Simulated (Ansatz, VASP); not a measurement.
# Two plane-wave programs on BAs

POSCAR

```
BAs
1.0
    0.0000000000      2.4516642976      2.3643689670
    2.4516642976      0.0000000000      2.3643689670
    2.4516642976      2.4516642976      0.0000000000
B As
1 1
Direct
    0.0000000000      0.0000000000      0.0000000000
    0.2500000000      0.2500000000      0.2500000000
```

Contents of INCAR.step1:

```
SYSTEM = BAs
ALGO = Normal ; EDIFF = 1E-5
ENCUT = 520 ; GGA = PE
ISIF = 2 ; ISMEAR = 0
LASPH = .True. ; LCHARG = .False.
LREAL = .False. ; LWAVE = .True.
NBANDS = 11 ; NELM = 80
PREC = Accurate ; SIGMA = 0.01
```

INCAR.step2

```
SYSTEM = BAs
ALGO = Normal ; EDIFF = 1E-6
ENCUT = 520 ; GGA = PE
HFSCREEN = 0.2079 ; ISIF = 2
ISMEAR = 0 ; ISTART = 1
LASPH = .True. ; LCHARG = .False.
LHFCALC = .True. ; LREAL = .False.
LWAVE = .False. ; NBANDS = 11
NELM = 80 ; PREC = Accurate
PRECFOCK = Normal ; SIGMA = 0.01
```

The input KPOINTS:

```
k-points
0
Gamma
  6 6 6
  0 0 0
```

Input for Ansatz:

```yaml
crystal:
  lattice:
    - [0.0, 2.4516642976, 2.364368967]
    - [2.4516642976, 0.0, 2.364368967]
    - [2.4516642976, 2.4516642976, 0.0]
  atoms:
    - { symbol: B, position: [0.0, 0.0, 0.0] }
    - { symbol: As, position: [0.25, 0.25, 0.25] }
kpoints:
  mp_grid: { grid: [6, 6, 6] }
  band_path:
    path:
      - [0.0, 0.0, 0.0]
      - [-0.5, -0.5, 0.0]
      - [-0.375, -0.375, 0.25]
      - [-0.375, 0.0, 0.375]
      - [0.0, 0.0, 0.5]
      - [-0.5, -0.25, 0.25]
      - [0.0, 0.4, 0.4]
    npoints: 1
hamiltonian:
  xc: hse06
scf:
  occupations: { method: fixed }
  n_extra_bands: 4
output:
  forces: true
  stress: true
  eigenvalues: true
```

Change from the starting cell: epitaxial_xy strain +2.5%.

Alike in both runs: task single point; functional HSE06; k mesh 6 × 6 × 6; no spin polarisation.

|  | VASP | Ansatz |
| --- | --- | --- |
| version | VASP 6.6.1 | Ansatz 0.2.0 |
| potentials or method | VASP PAW PBE potentials, release 64 (B, As) | plane waves, PAW |
| plane-wave cutoff (eV) | 520 | 420 |
| occupations | gaussian, width 0.01 eV | fixed |
| valence electrons in the cell | 8 | 18 |

Ansatz gave:

```
gap on the k mesh at the Fermi level (eV)                     : 1.42
pressure (GPa)                                                : -6.0
traceless stress, the component that is largest in VASP (GPa) : 4.93
```

**Question.** Estimate VASP's values.

**Answer.** gap on the k mesh at the Fermi level (eV): 1.43; pressure (GPa): -6.2; traceless stress, the component that is largest in VASP (GPa): 4.93.

VASP's potentials hold 8 valence electrons a cell and Ansatz's 18, so a difference there can come from the potentials and not from the codes. Ansatz's warnings: stress exchange threshold loose, stress scf threshold loose.
